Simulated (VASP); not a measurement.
# SnSe (Fm-3m) in VASP: settings compared, part 2 of 2

VASP 6.6.1.

**3. Single point, r2SCAN**

This run uses another cell than the first one, of 27.06 Å³/atom, 0.974 times its volume.

Contents of POSCAR:

```
SnSe
1.0
    0.0000000000      3.0021130771      3.0021130771
    3.0021130771      0.0000000000      3.0021130771
    3.0021130771      3.0021130771      0.0000000000
Sn Se
1 1
Direct
    0.0000000000      0.0000000000      0.0000000000
    0.5000000000      0.5000000000      0.5000000000
```

Contents of INCAR.step1:

```
PREC = Accurate
ENCUT = 520
ISMEAR = -1
SIGMA = 0.02
LREAL = F
LASPH = T
NELM = 100
NBANDS = 17
GGA = PE
ALGO = Normal
EDIFF = 1E-4
LWAVE = T
LCHARG = F
```

Contents of INCAR.step2:

```
PREC = Accurate
ENCUT = 520
EDIFF = 1E-7
ISMEAR = -1
SIGMA = 0.02
LREAL = F
LASPH = T
NELM = 100
ALGO = Normal
ISIF = 2
LWAVE = F
LCHARG = F
METAGGA = R2SCAN
LMIXTAU = T
NBANDS = 17
ISTART = 1
```

Contents of KPOINTS:

```
Automatic mesh
0
Gamma
  8 8 8
```

Potentials or basis: VASP PAW PBE potentials, release 64 (Sn_d, Se).

Started as:

```bash
$ cat potpaw_PBE.64/Sn_d/POTCAR potpaw_PBE.64/Se/POTCAR > POTCAR
$ cp INCAR.step1 INCAR
$ mpirun -np 1 vasp_std > vasp.out
$ cp INCAR.step2 INCAR
$ mpirun -np 1 vasp_std > vasp.out
```

OUTCAR:

```text
PREC = Accurate
   ENCUT = 520
   EDIFF = 1E-7
   ISMEAR = -1
   LREAL = F
   LASPH = T
   NELM = 100
   ISIF = 2
   METAGGA = R2SCAN
   ISTART = 1

 ion  position               nearest neighbor table
   1  0.000  0.000  0.000-   2 3.00   2 3.00   2 3.00   2 3.00   2 3.00   2 3.00
   2  0.500  0.500  0.500-   1 3.00   1 3.00   1 3.00   1 3.00   1 3.00   1 3.00

  LATTYP: Found a face centered cubic cell.
 ALAT       =     6.0042261542

  Lattice vectors:

 A1 = (   0.0000000000,   3.0021130771,   3.0021130771)
 A2 = (   3.0021130771,   0.0000000000,   3.0021130771)
 A3 = (   3.0021130771,   3.0021130771,   0.0000000000)

Analysis of symmetry for initial positions (statically):
=====================================================================
 Subroutine PRICEL returns:
 Original cell was already a primitive cell.

 Routine SETGRP: Setting up the symmetry group for a
 face centered cubic supercell.

 Subroutine GETGRP returns: Found 48 space group operations
 (whereof 48 operations were pure point group operations)
 out of a pool of 48 trial point group operations.

[... 153 lines left out ...]
 Free energy of the ion-electron system (eV)
  ---------------------------------------------------
  ext. energy  EPLUGINS =         0.00000000
  ---------------------------------------------------
  free energy    TOTEN  =       -39.87847959 eV

  energy without entropy =      -39.87847955  energy(sigma->0) =      -39.87847957

 E-fermi :   6.0386     XC(G=0): -10.2289

 val. band max:        5.7929564033   @ k =   0.5000   0.0000   0.0000
 cond. band min:       6.2841995007   @ k =   0.5000   0.0000   0.0000
 fundamental gap:      0.4912430974
 Fermi energy:         6.0385641686

 k-point     1 :       0.0000    0.0000    0.0000
  band No.  band energies     occupation
      1     -16.7510      2.00000
      2     -16.7510      2.00000
      3     -16.7483      2.00000
      4     -16.7483      2.00000
      5     -16.7483      2.00000
      6      -8.9845      2.00000
[... 457 lines left out ...]
      4     -16.7392      2.00000
      5     -16.7337      2.00000
      6      -7.8331      2.00000
[... 9 lines left out ...]
     16      17.0056      0.00000
     17      17.0504      0.00000

 [... further k-points ...]
[... 5 lines left out ...]
  --------------------------------------------------------------------------------------
  -------------------------------------------------------------------------------------
  Total        0.0983019      0.0983019      0.0983019     -0.0000000     -0.0000000     -0.0000000
  in kB        2.9104581      2.9104581      2.9104581     -0.0000000     -0.0000000     -0.0000000
  external PRESSURE =       2.9104581 kB  Pullay stress =       0.0000000 kB

 VOLUME and BASIS-vectors are now :
 -----------------------------------------------------------------------------
  energy-cutoff  :      520.00
  volume of cell :       54.11
      direct lattice vectors                 reciprocal lattice vectors
     0.000000000  3.002113077  3.002113077    -0.166549356  0.166549356  0.166549356
     3.002113077  0.000000000  3.002113077     0.166549356 -0.166549356  0.166549356
     3.002113077  3.002113077  0.000000000     0.166549356  0.166549356 -0.166549356

 POSITION                                       TOTAL-FORCE (eV/Angst)
 -----------------------------------------------------------------------------------
      0.00000      0.00000      0.00000         0.000000      0.000000      0.000000
      3.00211      3.00211      3.00211         0.000000      0.000000      0.000000
 -----------------------------------------------------------------------------------
    total drift:                                0.000000     -0.000000     -0.000000

  FREE ENERGIE OF THE ION-ELECTRON SYSTEM (eV)
  ---------------------------------------------------
  free  energy   TOTEN  =       -39.8784795894 eV

  energy  without entropy=      -39.8784795509  energy(sigma->0) =      -39.87847957
```

OSZICAR.step1:

```text
N       E                     dE             d eps       ncg     rms          rms(c)
DAV:   1     0.135034111628E+03    0.13503E+03   -0.98580E+03   989   0.145E+03
DAV:   2     0.515304283559E+01   -0.12988E+03   -0.12623E+03  1018   0.360E+02
DAV:   3    -0.802275000375E+01   -0.13176E+02   -0.13063E+02  1199   0.962E+01
DAV:   4    -0.838508947091E+01   -0.36234E+00   -0.36190E+00  1124   0.164E+01
DAV:   5    -0.839462647513E+01   -0.95370E-02   -0.95365E-02  1429   0.271E+00    0.311E+00
DAV:   6    -0.821511904523E+01    0.17951E+00   -0.44228E-01  1397   0.383E+00    0.186E+00
DAV:   7    -0.821380348617E+01    0.13156E-02   -0.80156E-02  1130   0.127E+00    0.918E-01
DAV:   8    -0.821593781852E+01   -0.21343E-02   -0.85091E-03  1205   0.815E-01    0.116E-01
DAV:   9    -0.821575462695E+01    0.18319E-03   -0.13104E-03  1355   0.299E-01    0.506E-02
DAV:  10    -0.821582388736E+01   -0.69260E-04   -0.16898E-04  1138   0.737E-02
   1 F= -.82158239E+01 E0= -.82158239E+01  d E =-.224368E-08
```

Wall time 67 s (1 thread of Intel Xeon 6975P-C, shared host); peak memory 0.19 GiB.

Results:

| Quantity | Value |
| --- | --- |
| Free energy | -39.8785 eV |
| Pressure | 0.3 GPa |
| Band gap on the k mesh | 0.49 eV, direct |

Levels at points of the mesh, in eV from the valence-band top:
```
           k point  band 8  band 9  band 10  band 11  band 12  band 13
(0.00, 0.00, 0.00)   -2.66   -2.66    -2.66     4.39     4.39     4.39
(0.50, 0.00, 0.00)   -2.39   -2.39     0.00     0.49     1.13     1.13
(0.50, 0.50, 0.00)   -6.00   -4.14    -4.14     3.09     5.51     5.51
```

Caveat: the PAW data sets were made with another functional, which shifts forces and pressure a little; spin-orbit coupling is left out, which moves the levels of the heavy elements. A k mesh can miss the band edges.

**4. Relaxation of cell and atoms, PBEsol**

Contents of INCAR:

```
ALGO     = Normal         # electronic algorithm
EDIFF    = 1E-6           # SCF threshold, eV
EDIFFG   = -0.005         # ionic threshold
ENCUT    = 600            # plane-wave cutoff, eV
GGA      = PS             # functional
IBRION   = 2              # ionic algorithm
ISIF     = 3              # what is computed and relaxed
ISMEAR   = -1             # smearing method
LASPH    = T              # aspherical terms in the spheres
LCHARG   = F              # write CHGCAR
LREAL    = F              # projectors in reciprocal space
LWAVE    = F              # write WAVECAR
NELM     = 60             # most SCF steps
NSW      = 80             # ionic steps
PREC     = Accurate       # precision mode
SIGMA    = 0.02           # smearing width, eV
```

Contents of KPOINTS:

```
k-points
0
Gamma
  6 6 6
```

Contents of POSCAR:

```
SnSe
1.0
    0.0000000000      3.0281454333      3.0281454333
    3.0281454333      0.0000000000      3.0281454333
    3.0281454333      3.0281454333      0.0000000000
Sn Se
1 1
Direct
    0.0000000000      0.0000000000      0.0000000000
    0.5000000000      0.5000000000      0.5000000000
```

Started as:

```bash
$ cat potpaw_PBE.64/Sn_d/POTCAR potpaw_PBE.64/Se/POTCAR > POTCAR
$ mpirun -np 1 vasp_std > vasp.out
```

Run time: 49 s. Hardware: 1 thread of Intel Xeon 6975P-C, shared host; peak memory 0.22 GiB.

It converged, with:

| Property | Result |
| --- | --- |
| Free energy | -9.0095 eV |
| Relaxed volume | 26.13 Å³/atom |
| Relaxed cell | a = 4.197 Å, b = 4.197 Å, c = 4.197 Å, α = 60.00°, β = 60.00°, γ = 60.00° |
| Space group after relaxing (to 0.05 Å) | Fm-3m (No. 225) |
| Energy gained by relaxing | 16.3 meV/atom |
| Ionic steps | 3 |
| Pressure after relaxing | 0.0 GPa |
| Band gap on the k mesh | 0.84 eV, direct |

Step by step:
```csv
step,energy change (eV),largest force (eV/Å),pressure (GPa),volume (Å³)
1,0.0000,0.0000,-3.04,55.53
2,-0.0301,0.0000,0.97,51.41
3,-0.0327,0.0000,0.02,52.26
```

Final structure:
```cif
data_structure
_symmetry_space_group_name_H-M 'P 1'
_symmetry_Int_Tables_number 1
_cell_length_a 4.1965
_cell_length_b 4.1965
_cell_length_c 4.1965
_cell_angle_alpha 60.000
_cell_angle_beta 60.000
_cell_angle_gamma 60.000
_cell_volume 52.26
loop_
_atom_site_label
_atom_site_type_symbol
_atom_site_fract_x
_atom_site_fract_y
_atom_site_fract_z
_atom_site_occupancy
Sn1 Sn 0.00000 0.00000 0.00000 1
Se1 Se 0.50000 0.50000 0.50000 1
```

Levels at points of the mesh, in eV from the valence-band top:
```csv
k point,band 6,band 7,band 8,band 9,band 10,band 11,band 12,band 13,band 14
"(0.00, 0.00, 0.00)",-14.07,-4.85,-2.20,-2.20,-2.20,4.56,4.56,4.56,5.87
"(0.50, 0.00, 0.00)",-13.04,-8.19,-1.94,-1.94,0.00,0.84,1.30,1.30,8.36
"(0.50, 0.50, 0.00)",-12.71,-5.93,-5.69,-3.74,-3.74,2.89,5.68,5.68,6.32
```

Caveat: the PAW data sets were made with another functional, which shifts forces and pressure a little; spin-orbit coupling is left out, which moves the levels of the heavy elements. A k mesh can miss the band edges.

**5. The runs side by side**

| task | level | cell | k mesh | cutoff (eV) | gap on the mesh (eV) | pressure (GPa) |
| --- | --- | --- | --- | --- | --- | --- |
| single point | PBE | a = 4.282 Å, angles 60.0°, 2 atoms | 8 × 8 × 8 | 520 | 0.50 | 0.0 |
| single point | r2SCAN | a = 4.246 Å, angles 60.0°, 2 atoms | 8 × 8 × 8 | 520 | 0.49 | 0.3 |
| relaxation of cell and atoms | PBEsol | relaxed from a = 4.282 Å, angles 60.0°, 2 atoms | 6 × 6 × 6 | 600 | 0.84 | 0.0 |

Alike in all rows: potentials or basis VASP PAW PBE potentials, release 64 (Sn_d, Se); no spin polarisation; smearing fermi-dirac 0.02 eV.

Caveats: spin-orbit coupling is left out, which moves the levels of the heavy elements; the PAW data sets were made with another functional, which shifts forces and pressure a little (some runs).

Absolute energies hang on the potentials; compare differences alone.
